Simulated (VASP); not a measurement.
Here is a VASP 6.6.1 calculation.

Contents of INCAR:

```
  PREC = Accurate
  ENCUT = 520
  EDIFF = 1E-6
  ISMEAR = -1
  SIGMA = 0.1
  LREAL = False
  LASPH = True
  NELM = 100
  ALGO = Normal
  ISIF = 2
  LWAVE = False
  LCHARG = False
  GGA = PE
  NBANDS = 12
```

Contents of KPOINTS:

```
Automatic mesh
0
Gamma
  11 11 11
```

POSCAR

```
Sb
1.0
    2.1406377064     -1.2358977560      3.6095880337
    0.0000000000      2.4717955120      3.6095880337
   -2.1406377064     -1.2358977560      3.6095880337
Sb
2
Direct
    0.2385938295      0.2385938295      0.2385938295
   -0.2385938295     -0.2385938295     -0.2385938295
```

Potentials or basis: VASP PAW PBE potentials, release 64 (Sb).

Launch:

```sh
$ cat potpaw_PBE.64/Sb/POTCAR > POTCAR
$ mpirun -np 1 vasp_std > vasp.out
```

(1) Predict the largest force.

(2) Estimate the band gap on the k mesh.

(3) What does it give for the pressure?

Results:

(1) 0.039 eV/Å.

(2) zero (band 5 reaches 8.03 eV, above the bottom of band 6 at 7.76 eV).

(3) 4.7 GPa.

Caveat: spin-orbit coupling is left out, which moves the levels of the heavy elements.
